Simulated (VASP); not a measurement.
A run of VASP 6.6.1:

The input INCAR:

```
SYSTEM = SrTiO3
  PREC = Accurate
  ENCUT = 520
  EDIFF = 1E-8
  ISMEAR = -1
  SIGMA = 0.05
  LREAL = .False.
  LASPH = .True.
  NELM = 100
  ALGO = Normal
  ISIF = 2
  LWAVE = .False.
  LCHARG = .False.
  GGA = PS
  LEFG = .True.
  NBANDS = 28
```

File KPOINTS:

```
Automatic mesh
0
Gamma
  7 7 7
  0 0 0
```

POSCAR

```
SrTiO3
1.0
    3.8787911566      0.0000000000      0.0000000000
    0.0000000000      3.8787911566      0.0000000000
    0.0000000000      0.0000000000      3.8787911566
Sr Ti O
1 1 3
Direct
    0.0000000000      0.0000000000      0.0000000000
    0.5000000000      0.5000000000      0.5000000000
    0.0000000000      0.5000000000      0.5000000000
    0.5000000000      0.0000000000      0.5000000000
    0.5000000000      0.5000000000      0.0000000000
```

Potentials or basis: VASP PAW PBE potentials, release 64 (Sr_sv, Ti_sv, O).

Launch:

```sh
$ cat potpaw_PBE.64/Sr_sv/POTCAR potpaw_PBE.64/Ti_sv/POTCAR potpaw_PBE.64/O/POTCAR > POTCAR
$ mpirun -np 1 vasp_std > vasp.out
```

Hardware: 1 thread of AMD EPYC 7R13 Processor (Zen 3), with other jobs on the host.

Q: Estimate the wall time of this run.

A: Wall time 89 s on 1 thread of AMD EPYC 7R13 Processor (Zen 3), on a shared host, peak memory 0.15 GiB. Counts: scf iterations 18, k points 20.
